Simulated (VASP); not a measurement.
Here is a VASP 6.6.1 calculation.

The input INCAR:

```
PREC = Accurate
ENCUT = 520
EDIFF = 1E-6
ISMEAR = 0
SIGMA = 0.15
LREAL = False
LASPH = True
NELM = 60
ALGO = Fast
ISIF = 2
LWAVE = False
LCHARG = False
GGA = PS
NBANDS = 21
```

KPOINTS

```
Automatic mesh
0
Gamma
  12 12 12
```

POSCAR

```
Pb
1.0
    0.0000000000      3.6109500583      3.2670500527
    3.6109500583      0.0000000000      3.2670500527
    3.6109500583      3.6109500583      0.0000000000
Pb
2
Direct
    0.5000000000      0.5000000000      0.5000000000
    0.7500000000      0.7500000000      0.7500000000
```

Potentials or basis: VASP PAW PBE potentials, release 64 (Pb_d).

Command:

```console
$ cat potpaw_PBE.64/Pb_d/POTCAR > POTCAR
$ mpirun -np 1 vasp_std > vasp.out
```

Question: Estimate the band gap on the k mesh.

Answer: Zero (bands 14 and 15 overlap by 0.79 eV).

Question: Estimate the pressure.

Answer: -1.0 GPa.

Stress tensor (GPa, compression positive):
```
-1.34  0.00  0.00
 0.00 -1.34  0.00
 0.00  0.00 -0.42
```

Caveat: the cell differs from its parent crystal (strain +0.050 along x and y, -0.050 along z); the PAW data sets were made with another functional, which shifts forces and pressure a little; spin-orbit coupling is left out, which moves the levels of the heavy elements.
